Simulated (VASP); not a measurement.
# NaF (Fmmm) in VASP: further runs, part 2 of 2

VASP 6.6.1. Earlier steps stand in the parts before.

## 4. Single point, PBE (strain +0.1312 x Voigt [1, -1, 0, 0, 0, 0])

File INCAR:

```
SYSTEM = NaF
PREC = Accurate ; ENCUT = 520
EDIFF = 1E-6 ; ISMEAR = 0
SIGMA = 0.05 ; LREAL = .FALSE.
LASPH = .TRUE. ; NELM = 100
ALGO = Normal ; ISIF = 2
LWAVE = .FALSE. ; LCHARG = .TRUE.
GGA = PE ; LELF = .TRUE.
LVHAR = .TRUE. ; NBANDS = 14
```

File KPOINTS:

```
Automatic mesh
0
G
  8 8 8
  0 0 0
```

File POSCAR:

```
NaF
1.0
    0.0000000000      2.0184830400      2.3233000000
    2.6281169600      0.0000000000      2.3233000000
    2.6281169600      2.0184830400      0.0000000000
Na F
1 1
Direct
    0.0000000000      0.0000000000      0.0000000000
    0.5000000000      0.5000000000      0.5000000000
```

Potentials or basis: VASP PAW PBE potentials, release 64 (Na_pv, F).

Started as:

```bash
cat potpaw_PBE.64/Na_pv/POTCAR potpaw_PBE.64/F/POTCAR > POTCAR
mpirun -np 1 vasp_std > vasp.out
```

OUTCAR:

```text
SYSTEM = NaF
   PREC = Accurate
   ENCUT = 520
   EDIFF = 1E-6
   ISMEAR = 0
   LREAL = .FALSE.
   LASPH = .TRUE.
   NELM = 100
   ISIF = 2
   GGA = PE

 ion  position               nearest neighbor table
   1  0.000  0.000  0.000-   2 2.02   2 2.02   2 2.32   2 2.32
   2  0.500  0.500  0.500-   1 2.02   1 2.02   1 2.32   1 2.32

  LATTYP: Found a face centered orthorhombic cell.
 ALAT       =     4.0369660800
 B/A-ratio  =     1.1510128913
 C/A-ratio  =     1.3020257827

  Lattice vectors:

 A1 = (  -2.6281169600,   0.0000000000,  -2.3233000000)
 A2 = (  -2.6281169600,   2.0184830400,   0.0000000000)
 A3 = (   0.0000000000,   2.0184830400,  -2.3233000000)

Analysis of symmetry for initial positions (statically):
=====================================================================
 Subroutine PRICEL returns:
 Original cell was already a primitive cell.

 Routine SETGRP: Setting up the symmetry group for a
 face centered orthorhombic supercell.

 Subroutine GETGRP returns: Found  8 space group operations
 (whereof  8 operations were pure point group operations)
 out of a pool of  8 trial point group operations.

The static configuration has the point symmetry D_2h.

Analysis of symmetry for dynamics (positions and initial velocities):
=====================================================================
 Subroutine PRICEL returns:
 Original cell was already a primitive cell.

 Routine SETGRP: Setting up the symmetry group for a
 face centered orthorhombic supercell.

 Subroutine GETGRP returns: Found  8 space group operations
 (whereof  8 operations were pure point group operations)
 out of a pool of  8 trial point group operations.

The dynamic configuration has the point symmetry D_2h.

 Subroutine INISYM returns: Found  8 space group operations
 (whereof  8 operations are pure point group operations),
 and found     1 'primitive' translations

----------------------------------------------------------------------------------------

[... 116 lines left out ...]
   LORBIT       =      0    0 simple, 1 ext, 2 COOP (PROOUT), +10 PAW based schemes
   GGA     = PE    functional components
   LHFCALC =     F    Hartree Fock is set to
   AEXX    =    0.0000 exact exchange contribution
   IVDW    =     0    specifies the selected vdW correction
   LEPSILON=     F    determine dielectric tensor
   LRPA    =     F    only Hartree local field effects (RPA)
 non-spin polarized calculation
 Gauss-broadening in eV      SIGMA  =   0.05
  energy-cutoff  :      520.00
  volume of cell :       24.65
 maximum number of plane-waves:       678
   NGX = 11   NGY = 13   NGZ = 13

 number of electron      14.0000002 magnetization

 Free energy of the ion-electron system (eV)
  ---------------------------------------------------
  ext. energy  EPLUGINS =         0.00000000
  ---------------------------------------------------
  free energy    TOTEN  =        -8.26153907 eV

  energy without entropy =       -8.26153907  energy(sigma->0) =       -8.26153907

 E-fermi :  -1.7943     XC(G=0):  -9.1247

 val. band max:       -2.0102215326   @ k =   0.0000   0.0000   0.0000
 cond. band min:       4.1881746582   @ k =   0.0000   0.0000   0.0000
 fundamental gap:      6.1983961909
 Fermi energy:        -1.7943132301

 k-point     1 :       0.0000    0.0000    0.0000
  band No.  band energies     occupation
      1     -21.3045      2.00000
      2     -20.8420      2.00000
      3     -20.7800      2.00000
      4     -20.7726      2.00000
      5      -2.1155      2.00000
      6      -2.0355      2.00000
      7      -2.0102      2.00000
      8       4.1882      0.00000
      9      16.5681      0.00000
     10      17.5126      0.00000
     11      18.4175      0.00000
     12      19.1798      0.00000
     13      20.4583      0.00000
     14      22.1695      0.00000
[... 377 lines left out ...]
      1     -22.0824      2.00000
      2     -20.8684      2.00000
      3     -20.8110      2.00000
      4     -19.7575      2.00000
      5      -3.3876      2.00000
      6      -2.4258      2.00000
      7      -2.3511      2.00000
      8       7.6950      0.00000
      9      11.5297      0.00000
     10      16.5844      0.00000
     11      17.7848      0.00000
     12      20.2727      0.00000
     13      21.6480      0.00000
     14      24.7029      0.00000

 [... further k-points ...]
[... 5 lines left out ...]
  --------------------------------------------------------------------------------------
  -------------------------------------------------------------------------------------
  Total       -0.4361984      4.6218758      0.4783881      0.0000000      0.0000000      0.0000000
  in kB      -28.3523852    300.4164917     31.0946647      0.0000000      0.0000000      0.0000000
  external PRESSURE =     101.0529238 kB  Pullay stress =       0.0000000 kB

 VOLUME and BASIS-vectors are now :
 -----------------------------------------------------------------------------
  energy-cutoff  :      520.00
  volume of cell :       24.65
      direct lattice vectors                 reciprocal lattice vectors
     0.000000000  2.018483040  2.323300000    -0.190250285  0.247710776  0.215211122
     2.628116960  0.000000000  2.323300000     0.190250285 -0.247710776  0.215211122
     2.628116960  2.018483040  0.000000000     0.190250285  0.247710776 -0.215211122

 POSITION                                       TOTAL-FORCE (eV/Angst)
 -----------------------------------------------------------------------------------
      0.00000      0.00000      0.00000         0.000000     -0.000000     -0.000000
      2.62812      2.01848      2.32330        -0.000000      0.000000      0.000000
 -----------------------------------------------------------------------------------
    total drift:                                0.000000     -0.000000      0.000000

  FREE ENERGIE OF THE ION-ELECTRON SYSTEM (eV)
  ---------------------------------------------------
  free  energy   TOTEN  =        -8.2615390736 eV

  energy  without entropy=       -8.2615390736  energy(sigma->0) =       -8.26153907
```

OSZICAR:

```text
N       E                     dE             d eps       ncg     rms          rms(c)
DAV:   1     0.109645954003E+03    0.10965E+03   -0.77194E+03  2732   0.122E+03
DAV:   2    -0.378932511593E+01   -0.11344E+03   -0.10551E+03  2978   0.348E+02
DAV:   3    -0.923234568321E+01   -0.54430E+01   -0.54332E+01  3272   0.692E+01
DAV:   4    -0.927531026991E+01   -0.42965E-01   -0.42963E-01  3080   0.662E+00
DAV:   5    -0.927575238478E+01   -0.44211E-03   -0.44211E-03  3338   0.671E-01    0.576E+00
DAV:   6    -0.827112464768E+01    0.10046E+01   -0.34550E+00  3578   0.168E+01    0.184E+00
DAV:   7    -0.825936020960E+01    0.11764E-01   -0.38560E-02  2780   0.214E+00    0.110E+00
DAV:   8    -0.826085022776E+01   -0.14900E-02   -0.29918E-02  2810   0.300E+00    0.165E-01
DAV:   9    -0.826147463657E+01   -0.62441E-03   -0.43229E-03  3908   0.677E-01    0.966E-02
DAV:  10    -0.826154594380E+01   -0.71307E-04   -0.85021E-04  2840   0.357E-01    0.121E-02
DAV:  11    -0.826153688812E+01    0.90557E-05   -0.25009E-05  3256   0.562E-02    0.465E-03
DAV:  12    -0.826153959794E+01   -0.27098E-05   -0.52378E-06  2900   0.213E-02    0.414E-03
DAV:  13    -0.826153907358E+01    0.52436E-06   -0.79098E-07  2148   0.914E-03
   1 F= -.82615391E+01 E0= -.82615391E+01  d E =-.444946E-12
```

stdout:

```text
POSCAR found type information on POSCAR NaF
 POSCAR found :  2 types and       2 ions
 scaLAPACK will be used
 LDA part: xc-table for (Slater+PW92), standard interpolation
 POSCAR, INCAR and KPOINTS ok, starting setup
 FFT: planning ... GRIDC
 FFT: planning ... GRID_SOFT
 FFT: planning ... GRID
 WAVECAR not read
 entering main loop
```

Wall time 19 s (1 thread of Intel Xeon Platinum 8488C (Sapphire Rapids), shared host); peak memory 0.16 GiB.

Results:

| Quantity | Value |
| --- | --- |
| Free energy | -8.2615 eV |
| Pressure | 10.1 GPa |
| Band gap on the k mesh | 6.20 eV, direct |

Stress tensor (GPa, compression positive):
```
-2.84  0.00  0.00
 0.00 30.04  0.00
 0.00  0.00  3.11
```

Levels at points of the mesh, in eV from the valence-band top:
```tsv
k point	band 4	band 5	band 6	band 7	band 8	band 9	band 10	band 11
(0.00, 0.00, 0.00)	-18.76	-0.11	-0.03	0.00	6.20	18.58	19.52	20.43
(0.50, 0.00, 0.00)	-17.70	-1.67	-0.45	-0.27	10.76	12.38	18.54	21.54
(0.50, 0.50, 0.00)	-18.84	-1.39	-0.51	-0.26	13.09	13.46	13.93	19.12
(0.50, 0.00, 0.50)	-18.88	-0.98	-0.80	-0.55	12.19	14.58	15.15	17.78
(0.00, 0.50, 0.50)	-18.78	-1.49	-0.24	-0.19	11.54	13.35	14.83	21.04
```

Caveat: the cell differs from its parent crystal (strain +0.1312 x Voigt [1, -1, 0, 0, 0, 0]).

## 5. Single point, PBE (strain +0.0937 x Voigt [1, -1, 0, 0, 0, 0])

File INCAR:

```
SYSTEM = NaF
ALGO = Normal
EDIFF = 1E-6
ENCUT = 520
GGA = PE
ISIF = 2
ISMEAR = 0
LASPH = .TRUE.
LCHARG = .FALSE.
LREAL = .FALSE.
LWAVE = .FALSE.
NBANDS = 14
NELM = 80
PREC = Accurate
SIGMA = 0.05
```

File KPOINTS:

```
k-points
0
G
  8 8 8
  0 0 0
```

File POSCAR:

```
NaF
1.0
    0.0000000000      2.1056067900      2.3233000000
    2.5409932100      0.0000000000      2.3233000000
    2.5409932100      2.1056067900      0.0000000000
Na F
1 1
Direct
    0.0000000000      0.0000000000      0.0000000000
    0.5000000000      0.5000000000      0.5000000000
```

Potentials or basis: VASP PAW PBE potentials, release 64 (Na_pv, F).

Started as:

```bash
cat potpaw_PBE.64/Na_pv/POTCAR potpaw_PBE.64/F/POTCAR > POTCAR
mpirun -np 1 vasp_std > vasp.out
```

OUTCAR:

```text
SYSTEM = NaF
   EDIFF = 1E-6
   ENCUT = 520
   GGA = PE
   ISIF = 2
   ISMEAR = 0
   LASPH = .TRUE.
   LREAL = .FALSE.
   NELM = 80
   PREC = Accurate

 ion  position               nearest neighbor table
   1  0.000  0.000  0.000-   2 2.11   2 2.11   2 2.32   2 2.32
   2  0.500  0.500  0.500-   1 2.11   1 2.11   1 2.32   1 2.32

  LATTYP: Found a face centered orthorhombic cell.
 ALAT       =     4.2112135800
 B/A-ratio  =     1.1033873993
 C/A-ratio  =     1.2067747986

  Lattice vectors:

[... 595 lines left out ...]
------------------------ aborting loop because EDIFF is reached ----------------------------------------

  FORCE on cell =-STRESS in cart. coord.  units (eV):
  Direction    XX          YY          ZZ          XY          YZ          ZX
  --------------------------------------------------------------------------------------
  -------------------------------------------------------------------------------------
  Total       -0.3914541      2.6571430      0.3700082      0.0000000      0.0000000      0.0000000
  in kB      -25.2275689    171.2416653     23.8454702      0.0000000      0.0000000      0.0000000
  external PRESSURE =      56.6198555 kB  Pullay stress =       0.0000000 kB

 VOLUME and BASIS-vectors are now :
 -----------------------------------------------------------------------------
  energy-cutoff  :      520.00
  volume of cell :       24.86
      direct lattice vectors                 reciprocal lattice vectors
     0.000000000  2.105606790  2.323300000    -0.196773450  0.237461240  0.215211122
     2.540993210  0.000000000  2.323300000     0.196773450 -0.237461240  0.215211122
     2.540993210  2.105606790  0.000000000     0.196773450  0.237461240 -0.215211122

 POSITION                                       TOTAL-FORCE (eV/Angst)
 -----------------------------------------------------------------------------------
      0.00000      0.00000      0.00000        -0.000000     -0.000000      0.000000
      2.54099      2.10561      2.32330         0.000000      0.000000      0.000000
 -----------------------------------------------------------------------------------
    total drift:                                0.000000     -0.000000      0.000000

  FREE ENERGIE OF THE ION-ELECTRON SYSTEM (eV)
  ---------------------------------------------------
  free  energy   TOTEN  =        -8.4273239180 eV

  energy  without entropy=       -8.4273239180  energy(sigma->0) =       -8.42732392
```

OSZICAR:

```text
N       E                     dE             d eps       ncg     rms          rms(c)
DAV:   1     0.104950699610E+03    0.10495E+03   -0.77838E+03  2734   0.122E+03
DAV:   2    -0.426844086834E+01   -0.10922E+03   -0.10160E+03  2966   0.342E+02
DAV:   3    -0.934044701430E+01   -0.50720E+01   -0.50633E+01  3206   0.666E+01
DAV:   4    -0.938080790566E+01   -0.40361E-01   -0.40359E-01  3116   0.641E+00
DAV:   5    -0.938123066550E+01   -0.42276E-03   -0.42276E-03  3314   0.649E-01    0.559E+00
DAV:   6    -0.843604354557E+01    0.94519E+00   -0.32646E+00  3494   0.158E+01    0.183E+00
DAV:   7    -0.842516239778E+01    0.10881E-01   -0.33125E-02  2774   0.206E+00    0.108E+00
DAV:   8    -0.842668150437E+01   -0.15191E-02   -0.29387E-02  2852   0.319E+00    0.158E-01
DAV:   9    -0.842733410352E+01   -0.65260E-03   -0.42173E-03  3636   0.618E-01    0.107E-01
DAV:  10    -0.842733177669E+01    0.23268E-05   -0.74926E-04  2840   0.340E-01    0.165E-02
DAV:  11    -0.842732343959E+01    0.83371E-05   -0.23424E-05  3248   0.530E-02    0.274E-03
DAV:  12    -0.842732391800E+01   -0.47840E-06   -0.16137E-06  2900   0.132E-02
   1 F= -.84273239E+01 E0= -.84273239E+01  d E =-.485327E-13
```

It took 16 s on 1 thread of Intel Xeon Platinum 8488C (Sapphire Rapids), shared host; peak memory 0.16 GiB.

Results:

```yaml
Free_energy: -8.4273 eV
Pressure: 5.7 GPa
Band_gap_on_the_k_mesh: 6.24 eV, direct
```

Levels at points of the mesh, in eV from the valence-band top:
| k point | band 3 | band 4 | band 5 | band 6 | band 7 | band 8 | band 9 | band 10 | band 11 | band 12 |
| --- | --- | --- | --- | --- | --- | --- | --- | --- | --- | --- |
| (0.00, 0.00, 0.00) | -18.85 | -18.84 | -0.04 | 0.00 | 0.00 | 6.24 | 18.57 | 19.24 | 19.88 | 21.88 |
| (0.50, 0.00, 0.00) | -18.86 | -17.93 | -1.61 | -0.36 | -0.23 | 10.76 | 12.40 | 18.85 | 21.81 | 21.89 |
| (0.50, 0.50, 0.00) | -18.93 | -18.92 | -1.31 | -0.50 | -0.27 | 13.10 | 13.51 | 13.62 | 19.12 | 20.92 |
| (0.50, 0.00, 0.50) | -18.95 | -18.92 | -1.07 | -0.66 | -0.49 | 12.48 | 14.16 | 14.51 | 18.26 | 19.19 |
| (0.00, 0.50, 0.50) | -18.88 | -18.88 | -1.40 | -0.30 | -0.22 | 11.95 | 13.36 | 14.33 | 20.56 | 21.42 |

Caveat: the cell differs from its parent crystal (strain +0.0937 x Voigt [1, -1, 0, 0, 0, 0]).

## 6. Overview

| cell | gap on the mesh (eV) | pressure (GPa) |
| --- | --- | --- |
| a = 3.541, b = 3.049, c = 3.322 Å, angles 67.4, 52.6, 60.0°, 2 atoms | 6.15 | 13.2 |
| a = 3.106, b = 3.475, c = 3.306 Å, angles 54.5, 65.5, 60.0°, 2 atoms | 6.23 | 7.6 |
| a = 3.078, b = 3.508, c = 3.314 Å, angles 53.5, 66.5, 60.0°, 2 atoms | 6.20 | 10.1 |
| a = 3.135, b = 3.443, c = 3.300 Å, angles 55.4, 64.6, 60.0°, 2 atoms | 6.24 | 5.7 |

Alike in all rows: task single point; level PBE; potentials or basis VASP PAW PBE potentials, release 64 (Na_pv, F); no spin polarisation; k mesh 8 × 8 × 8; cutoff (eV) 520; smearing gaussian 0.05 eV.

Total energies depend on the potentials used, so only differences within one code and one set of settings carry meaning.
